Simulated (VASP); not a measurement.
# Lu (Pm-3m) in VASP: single point with LDA

Aim: the single point of Lu with LDA.

Program: VASP 6.6.1. These are calculated values, not measurements. Logs are shortened: lines on timing, memory, paths and dates and some standing lists are left out, and cuts for length are marked.

### 1 The cell of the first run

The structure is cubic, space group Pm-3m (No. 221). The conventional cell has a = 4.686 Å, b = 4.686 Å, c = 4.686 Å, α = 90.00°, β = 90.00°, γ = 90.00°. Within 4.4 Å of Lu (site symmetry 4/mmm) lie 8 Lu at 3.31 Å.

### 2 Single point, LDA

Input file INCAR:

```
SYSTEM = Lu
PREC = Accurate
ENCUT = 520
EDIFF = 1E-7
ISMEAR = 1
SIGMA = 0.1
LREAL = .False.
LASPH = .True.
NELM = 80
ALGO = Normal
ISIF = 2
LWAVE = .False.
LCHARG = .True.
GGA = CA
LELF = .True.
LVHAR = .True.
NBANDS = 44
```

Input file KPOINTS:

```
Automatic mesh
0
Gamma
  5 5 5
  0 0 0
```

Input file POSCAR:

```
Lu
1.0
    4.6857450000      0.0000000000      0.0000000000
    0.0000000000      4.6857450000      0.0000000000
    0.0000000000      0.0000000000      4.6857450000
Lu
3
Direct
    0.5000000000      0.0000000000      0.0000000000
    0.0000000000      0.5000000000      0.0000000000
    0.0000000000      0.0000000000      0.5000000000
```

Potentials or basis: VASP PAW PBE potentials, release 64 (Lu).

Command:

```
$ cat potpaw_PBE.64/Lu/POTCAR > POTCAR
$ mpirun -np 1 vasp_std > vasp.out
```

OUTCAR:

```text
SYSTEM = Lu
   PREC = Accurate
   ENCUT = 520
   EDIFF = 1E-7
   ISMEAR = 1
   LREAL = .False.
   LASPH = .True.
   NELM = 80
   ISIF = 2
   GGA = CA

 ion  position               nearest neighbor table
   1  0.500  0.000  0.000-   2 3.31   3 3.31   3 3.31   2 3.31   2 3.31   3 3.31   3 3.31   2 3.31

   2  0.000  0.500  0.000-   1 3.31   3 3.31   3 3.31   1 3.31   3 3.31   3 3.31   1 3.31   1 3.31

   3  0.000  0.000  0.500-   1 3.31   2 3.31   1 3.31   2 3.31   2 3.31   2 3.31   1 3.31   1 3.31

  LATTYP: Found a simple cubic cell.
 ALAT       =     4.6857450000

  Lattice vectors:

 A1 = (   4.6857450000,   0.0000000000,   0.0000000000)
 A2 = (   0.0000000000,   4.6857450000,   0.0000000000)
 A3 = (   0.0000000000,   0.0000000000,   4.6857450000)

Analysis of symmetry for initial positions (statically):
=====================================================================
 Subroutine PRICEL returns:
 Original cell was already a primitive cell.

 Routine SETGRP: Setting up the symmetry group for a
 simple cubic supercell.

 Subroutine GETGRP returns: Found 48 space group operations
 (whereof 48 operations were pure point group operations)
 out of a pool of 48 trial point group operations.

The static configuration has the point symmetry O_h .

Analysis of symmetry for dynamics (positions and initial velocities):
=====================================================================
 Subroutine PRICEL returns:
 Original cell was already a primitive cell.

 Routine SETGRP: Setting up the symmetry group for a
 simple cubic supercell.

 Subroutine GETGRP returns: Found 48 space group operations
 (whereof 48 operations were pure point group operations)
 out of a pool of 48 trial point group operations.

The dynamic configuration has the point symmetry O_h .

 Subroutine INISYM returns: Found 48 space group operations
 (whereof 48 operations are pure point group operations),
 and found     1 'primitive' translations

----------------------------------------------------------------------------------------

                                     Primitive cell

  volume of cell :     102.8812

  direct lattice vectors                    reciprocal lattice vectors
     4.685745000  0.000000000  0.000000000     0.213413235  0.000000000  0.000000000
     0.000000000  4.685745000  0.000000000     0.000000000  0.213413235  0.000000000
     0.000000000  0.000000000  4.685745000     0.000000000  0.000000000  0.213413235

[... 69 lines left out ...]
   NELM   =     80;   NELMIN=  2; NELMDL= -5     # of ELM steps
   EDIFF  = 0.1E-06   stopping-criterion for ELM
   LREAL  =      F    real-space projection
   EDIFFG = 0.1E-05   stopping-criterion for IOM
   NSW    =      0    number of steps for IOM
   IBRION =     -1    ionic relax: 0-MD 1-quasi-New 2-CG
   NFREE  =      0    steps in history (QN), initial steepest desc. (CG)
   ISIF   =      2    stress and relaxation
   ISYM   =      2    0-nonsym 1-usesym 2-fastsym
   POTIM  = 0.5000    time-step for ionic-motion
   TEBEG  =    0.0;   TEEND  =   0.0 temperature during run
   PSTRESS=    0.0 pullay stress
   NELECT =      75.0000    total number of electrons
   NUPDOWN=      -1.0000    fix difference up-down
   EMIN   =  10.00;   EMAX   =-10.00  energy-range for DOS
   EFERMI =   0.00;   METHOD = LEGACY
   ISMEAR =     1;   SIGMA  =   0.10  broadening in eV -4-tet -1-fermi 0-gaus
   EFERMI_NEDOS =   21; number of points for ismear=-14 and -15
   IALGO  =     38    algorithm
   IMIX   =      4    mixing-type and parameters
     AMIX     =   0.40;   BMIX     =  1.00
     AMIX_MAG =   1.60;   BMIX_MAG =  1.00
  volume/ion in A,a.u.               =      34.29       231.43
  Fermi-wavevector in a.u.,A,eV,Ry     =   1.473386  2.784296 29.536438  2.170867
  Thomas-Fermi vector in A             =   2.588286
   LORBIT       =      0    0 simple, 1 ext, 2 COOP (PROOUT), +10 PAW based schemes
   GGA     = CA    functional components
   LHFCALC =     F    Hartree Fock is set to
   AEXX    =    0.0000 exact exchange contribution
   IVDW    =     0    specifies the selected vdW correction
   LEPSILON=     F    determine dielectric tensor
   LRPA    =     F    only Hartree local field effects (RPA)
 non-spin polarized calculation
 Methfessel and Paxton  Order N= 1 SIGMA  =   0.10
  energy-cutoff  :      520.00
  volume of cell :      102.88
 maximum number of plane-waves:      2789
 NGX is ok and might be reduce to    36
   NGX = 17   NGY = 17   NGZ = 17

 number of electron      74.9999971 magnetization

 Free energy of the ion-electron system (eV)
  ---------------------------------------------------
  ext. energy  EPLUGINS =         0.00000000
  ---------------------------------------------------
  free energy    TOTEN  =       -13.23866860 eV

  energy without entropy =      -13.23461252  energy(sigma->0) =      -13.23731657

 E-fermi :   1.2092     XC(G=0): -10.0472

 val. band max:        1.1884053165   @ k =   0.4000   0.0000   0.0000
 cond. band min:       1.2353600822   @ k =   0.4000   0.2000   0.0000
 fundamental gap:      0.0469547656
 Fermi energy:         1.2092190089

 k-point     1 :       0.0000    0.0000    0.0000
  band No.  band energies     occupation
      1     -55.0347      2.00000
      2     -54.9816      2.00000
      3     -54.9816      2.00000
      4     -26.1056      2.00000
      5     -26.1056      2.00000
      6     -26.1056      2.00000
[... 459 lines left out ...]
     43       2.9418     -0.00000
     44       3.2749      0.00000

------------------------ aborting loop because EDIFF is reached ----------------------------------------

  FORCE on cell =-STRESS in cart. coord.  units (eV):
  Direction    XX          YY          ZZ          XY          YZ          ZX
  --------------------------------------------------------------------------------------
  -------------------------------------------------------------------------------------
  Total       -2.3871399     -2.3871399     -2.3871399     -0.0000000     -0.0000000      0.0000000
  in kB      -37.1751300    -37.1751300    -37.1751300     -0.0000000     -0.0000000      0.0000000
  external PRESSURE =     -37.1751300 kB  Pullay stress =       0.0000000 kB

 VOLUME and BASIS-vectors are now :
 -----------------------------------------------------------------------------
  energy-cutoff  :      520.00
  volume of cell :      102.88
      direct lattice vectors                 reciprocal lattice vectors
     4.685745000  0.000000000  0.000000000     0.213413235  0.000000000  0.000000000
     0.000000000  4.685745000  0.000000000     0.000000000  0.213413235  0.000000000
     0.000000000  0.000000000  4.685745000     0.000000000  0.000000000  0.213413235

 POSITION                                       TOTAL-FORCE (eV/Angst)
 -----------------------------------------------------------------------------------
      2.34287      0.00000      0.00000         0.000000      0.000000      0.000000
      0.00000      2.34287      0.00000         0.000000      0.000000      0.000000
      0.00000      0.00000      2.34287         0.000000      0.000000      0.000000
 -----------------------------------------------------------------------------------
    total drift:                                0.000000      0.000000     -0.000000

  FREE ENERGIE OF THE ION-ELECTRON SYSTEM (eV)
  ---------------------------------------------------
  free  energy   TOTEN  =       -13.2386686028 eV

  energy  without entropy=      -13.2346125160  energy(sigma->0) =      -13.23731657
```

OSZICAR:

```text
N       E                     dE             d eps       ncg     rms          rms(c)
DAV:   1     0.612987133325E+03    0.61299E+03   -0.27432E+04  1252   0.552E+03
DAV:   2     0.758331977878E+02   -0.53715E+03   -0.51508E+03  1144   0.798E+02
DAV:   3    -0.265319368002E+00   -0.76099E+02   -0.74653E+02   988   0.193E+02
DAV:   4    -0.128875711362E+02   -0.12622E+02   -0.12328E+02  1356   0.549E+01
DAV:   5    -0.136891852395E+02   -0.80161E+00   -0.80065E+00  1408   0.131E+01    0.594E+00
DAV:   6    -0.132785012671E+02    0.41068E+00   -0.16450E+00  1292   0.137E+01    0.214E+00
DAV:   7    -0.132381024892E+02    0.40399E-01   -0.35492E-01  1316   0.359E+00    0.402E-01
DAV:   8    -0.132386916261E+02   -0.58914E-03   -0.48214E-02  1104   0.170E+00    0.127E-01
DAV:   9    -0.132385980527E+02    0.93573E-04   -0.25065E-03  1456   0.322E-01    0.810E-02
DAV:  10    -0.132386636268E+02   -0.65574E-04   -0.54087E-04  1288   0.168E-01    0.224E-02
DAV:  11    -0.132386675670E+02   -0.39402E-05   -0.74047E-05  1256   0.680E-02    0.843E-03
DAV:  12    -0.132386686186E+02   -0.10516E-05   -0.81837E-06  1160   0.232E-02    0.162E-03
DAV:  13    -0.132386686028E+02    0.15796E-07   -0.74967E-07   976   0.586E-03
   1 F= -.13238669E+02 E0= -.13237317E+02  d E =-.405609E-02
```

stdout:

```text
POSCAR found type information on POSCAR Lu
 POSCAR found :  1 types and       3 ions
 scaLAPACK will be used
 -----------------------------------------------------------------------------
|                                                                             |
|                                                                             |
|     You enforced a specific xc type in the INCAR file but a different       |
|     I HOPE YOU KNOW WHAT YOU ARE DOING!                                     |
|                                                                             |
 -----------------------------------------------------------------------------

 LDA part: xc-table for (Slater(with rela. corr.)+CA(PZ))
 , standard interpolation
 POSCAR, INCAR and KPOINTS ok, starting setup
 FFT: planning ... GRIDC
 FFT: planning ... GRID_SOFT
 FFT: planning ... GRID
 WAVECAR not read
 entering main loop
```

It took 28 s on 1 thread of Intel Xeon 6975P-C (Granite Rapids), shared host; peak memory 0.18 GiB.

Results:

| Quantity | Value |
| --- | --- |
| Free energy | -13.2387 eV |
| Pressure | -3.7 GPa |

Caveat: the PAW data sets were made with another functional, which shifts forces and pressure a little; spin-orbit coupling is left out, which moves the levels of the heavy elements.
